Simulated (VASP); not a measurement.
Write the native input for VASP 6.6.1 that does the following.

```yaml
Task: single point
Functional: PBE
Potentials_or_basis: VASP PAW PBE potentials, release 64 (Nd_3, Cd, C), 4f in core
Cutoff: 600 eV
k_mesh: 4 × 4 × 10
Occupations: gaussian, width 0.1 eV
Spin: no spin polarisation
Dipole_correction: no
Further_INCAR_settings: ALGO = Normal; EDIFF = 1e-06; NBANDS = 53
```

The structure of Nd2CdC2 lies in POSCAR:

```
Nd2CdC2
1.0
    7.2323674047      0.0000000000      0.0000000000
    0.0000000000      7.2323674047      0.0000000000
    0.0000000000      0.0000000000      3.5477454886
Nd Cd C
4 2 4
Direct
    0.8089290449      0.3089290449      0.5000000000
    0.6910709551      0.8089290449      0.5000000000
    0.1910709551      0.6910709551      0.5000000000
    0.3089290449      0.1910709551      0.5000000000
    0.5000000000      0.5000000000      0.0000000000
    0.0000000000      0.0000000000      0.0000000000
    0.4329828956      0.9329828956      0.0000000000
    0.9329828956      0.5670171044      0.0000000000
    0.0670171044      0.4329828956      0.0000000000
    0.5670171044      0.0670171044      0.0000000000
```

One way to write it, as run:

INCAR

```
SYSTEM = Nd2CdC2
  ALGO = Normal
  EDIFF = 1E-6
  ENCUT = 600
  GGA = PE
  GGA_COMPAT = .FALSE.
  ISIF = 2
  ISMEAR = 0
  LASPH = .TRUE.
  LCHARG = .FALSE.
  LMAXMIX = 6
  LREAL = .FALSE.
  LWAVE = .FALSE.
  NBANDS = 53
  NELM = 200
  PREC = Accurate
  SIGMA = 0.1
```

KPOINTS

```
k-points
0
G
  4 4 10
  0 0 0
```

Potentials or basis: VASP PAW PBE potentials, release 64 (Nd_3, Cd, C), 4f in core.

Run with:

```console
$ cat potpaw_PBE.64/Nd_3/POTCAR potpaw_PBE.64/Cd/POTCAR potpaw_PBE.64/C/POTCAR > POTCAR
$ mpirun -np 1 vasp_std > vasp.out
```

It gave:

```
Pressure               : 0.5 GPa
Largest force          : 0.087 eV/Å
Band gap on the k mesh : zero (bands 42 and 43 overlap by 1.12 eV)
```

Caveat: spin-orbit coupling is left out, which moves the levels of the heavy elements; the 4f electrons are frozen in the core, so they carry no moment and show no levels.

It took 3.7 min on 1 thread of Intel(R) Xeon(R) 6975P-C (Granite Rapids) (shared host), peak memory 0.53 GiB.
